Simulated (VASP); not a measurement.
Crystal: Mo.

```xyz
1
Lattice="0.0000 1.9800 1.9800 1.9800 0.0000 1.9800 1.9800 1.9800 0.0000" Properties=species:S:1:pos:R:3 pbc="T T T"
Mo    0.0000    0.0000    0.0000
```

This isn't the form of Mo at room conditions, which is bcc.

```yaml
Program: VASP 6.6.1
Task: relaxation of cell and atoms
Functional: LDA
Potentials_or_basis: VASP PAW LDA potentials, release 64 (Mo_sv)
Cutoff: 500 eV
k_mesh: 10 × 10 × 10
Occupations: methfessel-paxton, width 0.1 eV
Spin: no spin polarisation
```

At the start: pressure -4.4 GPa; volume 15.52 Å³/atom.

**Question.** How do energy, volume and symmetry change on relaxing?

**Answer.** Over 3 steps the energy falls by 3.7 meV/atom and the volume is 15.27 Å³/atom (-1.6 %); space group Fm-3m (No. 225, to 0.1 Å) before and after.

Step by step:
| step | energy change (eV) | largest force (eV/Å) | pressure (GPa) | volume (Å³) |
| --- | --- | --- | --- | --- |
| 1 | 0.0000 | 0.0000 | -4.43 | 15.52 |
| 2 | 0.0248 | 0.0000 | 13.90 | 14.58 |
| 3 | -0.0037 | 0.0000 | -0.09 | 15.27 |

Final structure:
```
Mo
1.0
     0.00000    1.96906    1.96906
     1.96906    0.00000    1.96906
     1.96906    1.96906    0.00000
Mo
1
Direct
  0.00000 0.00000 0.00000
```
